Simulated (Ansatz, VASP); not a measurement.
Two plane-wave programs on SnO

INCAR

```
SYSTEM = SnO
ALGO     = Normal         ! electronic algorithm
DIPOL    = 0.5 0.5 0.394
EDIFF    = 1E-6           ! SCF threshold, eV
ENCUT    = 520            ! plane-wave cutoff, eV
GGA      = PE             ! functional
IDIPOL   = 3            
ISIF     = 2              ! what is computed and relaxed
ISMEAR   = 0              ! smearing method
IVDW     = 12             ! dispersion correction
LASPH    = .TRUE.         ! aspherical terms in the spheres
LCHARG   = .FALSE.        ! write CHGCAR
LDIPOL   = .TRUE.       
LREAL    = .FALSE.        ! projectors in reciprocal space
LWAVE    = .FALSE.        ! write WAVECAR
NBANDS   = 50             ! bands
NELM     = 60             ! most SCF steps
PREC     = Accurate       ! precision mode
SIGMA    = 0.05           ! smearing width, eV
```

The input KPOINTS:

```
k-points
0
G
  7 7 1
  0 0 0
```

POSCAR

```
SnO
1.0
    3.8201526160      0.0002954389      0.0000000000
   -0.0003145156      3.8201526145      0.0000000000
    0.0000000000      0.0000000000     22.2260756252
Sn O
4 4
Direct
    0.9999453016      0.9999453016      0.2024648920
    0.4999453016      0.4999453016      0.3087831576
    0.4999453016      0.4999453016      0.4797535108
   -0.0000546984     -0.0000546984      0.5860717765
    0.9999461184      0.4999461184      0.2556240248
    0.4999461184      0.9999461184      0.2556240248
    0.4999461184     -0.0000538816      0.5329126436
   -0.0000538816      0.4999461184      0.5329126436
```

Input for Ansatz:

```yaml
crystal:
  lattice:
    - [3.8201528543, 0.0002954551, 0.0]
    - [-0.0003145191, 3.8201528528, 0.0]
    - [0.0, 0.0, 22.226074346]
  atoms:
    - { symbol: Sn, position: [0.9999452911, 0.9999452911, 0.2024649036] }
    - { symbol: O, position: [0.9999461074, 0.4999461074, 0.2556240251] }
    - { symbol: O, position: [0.4999461074, 0.9999461074, 0.2556240251] }
    - { symbol: Sn, position: [0.4999452911, 0.4999452911, 0.3087831466] }
    - { symbol: Sn, position: [0.4999452911, 0.4999452911, 0.4797535096] }
    - { symbol: O, position: [0.4999461074, -5.38926e-05, 0.5329126311] }
    - { symbol: O, position: [-5.38926e-05, 0.4999461074, 0.5329126311] }
    - { symbol: Sn, position: [-5.47089e-05, -5.47089e-05, 0.5860717526] }
basis:
  ecutwfc: 420
kpoints:
  mp_grid: { grid: [7, 7, 1] }
hamiltonian:
  xc: pbe
  pseudopotentials: { kind: paw, azcp: { folder: soft_1 } }
  dispersion: d3bj
scf:
  occupations: { method: gaussian, width: 0.05 }
output:
  forces: true
  eigenvalues: true
efield:
  axis: 3
  dipole_correction: true
  ramp_width: 0.04
```

Alike in both runs: task single point; functional PBE; dispersion D3(BJ); k mesh 7 × 7 × 1; occupations gaussian, width 0.05 eV; no spin polarisation.

|  | VASP | Ansatz |
| --- | --- | --- |
| version | VASP 6.6.1 | Ansatz 0.2.0 |
| potentials or method | VASP PAW PBE potentials, release 64 (Sn_d, O), cutoff 520 eV | scalar-relativistic, plane waves, PAW |
| valence electrons in the cell | 80 | 80 |

|  | VASP | Ansatz | Ansatz less VASP |
| --- | --- | --- | --- |
| gap on the k mesh at the Fermi level (eV) | 1.99 | 2.00 | +0.006 |
| least direct gap on the mesh (eV) | 2.21 | 2.21 | +0.009 |
| rms of the force components (eV/Å) | 0.076 | 0.100 | +0.0244 |

Ansatz's warnings: structure snapped to symmetry.
